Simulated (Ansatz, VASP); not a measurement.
Ru in VASP and in Ansatz

INCAR

```
SYSTEM = Ru
  PREC = Accurate
  ENCUT = 520
  EDIFF = 1E-6
  ISMEAR = -1
  SIGMA = 0.03
  LREAL = .False.
  LASPH = .True.
  NELM = 100
  ALGO = Normal
  ISIF = 2
  LWAVE = .False.
  LCHARG = .False.
  GGA = PE
  NBANDS = 21
```

KPOINTS

```
Automatic mesh
0
Gamma
  10 10 10
  0 0 0
```

Contents of POSCAR:

```
Ru
1.0
    0.0000000000      2.7450456750      2.7450456750
    2.7450456750      0.0000000000      2.7450456750
    2.7450456750      2.7450456750      0.0000000000
Ru
2
Direct
    0.0000000000      0.0000000000      0.0000000000
    0.2500000000      0.2500000000      0.2500000000
```

Input for Ansatz:

```yaml
crystal:
  lattice:
    - [0.0, 2.745045675, 2.745045675]
    - [2.745045675, 0.0, 2.745045675]
    - [2.745045675, 2.745045675, 0.0]
  atoms:
    - { symbol: Ru, position: [0.0, 0.0, 0.0] }
    - { symbol: Ru, position: [0.25, 0.25, 0.25] }
kpoints:
  mp_grid: { grid: [10, 10, 10] }
scf:
  occupations: { method: fermi_dirac, width: 0.03 }
hamiltonian:
  xc: pbe
  pseudopotentials: { kind: all_electron, lapw: { basis_error: 0.0005 } }
output:
  forces: true
  stress: true
  eigenvalues: true
```

Change from the starting cell: volume scaled by 1.02.

Alike in both runs: task single point; functional PBE; k mesh 10 × 10 × 10; occupations fermi-dirac, width 0.03 eV; no spin polarisation.

```csv
,VASP,Ansatz
version,VASP 6.6.1,Ansatz 0.2.0
potentials or method,"VASP PAW PBE potentials, release 64 (Ru_pv), cutoff 520 eV","all-electron LAPW, scalar-relativistic"
```

|  | VASP | Ansatz | Ansatz less VASP |
| --- | --- | --- | --- |
| pressure (GPa) | -2.9 | -3.1 | -0.20 |

Ansatz ran all-electron here, and VASP with PAW potentials.
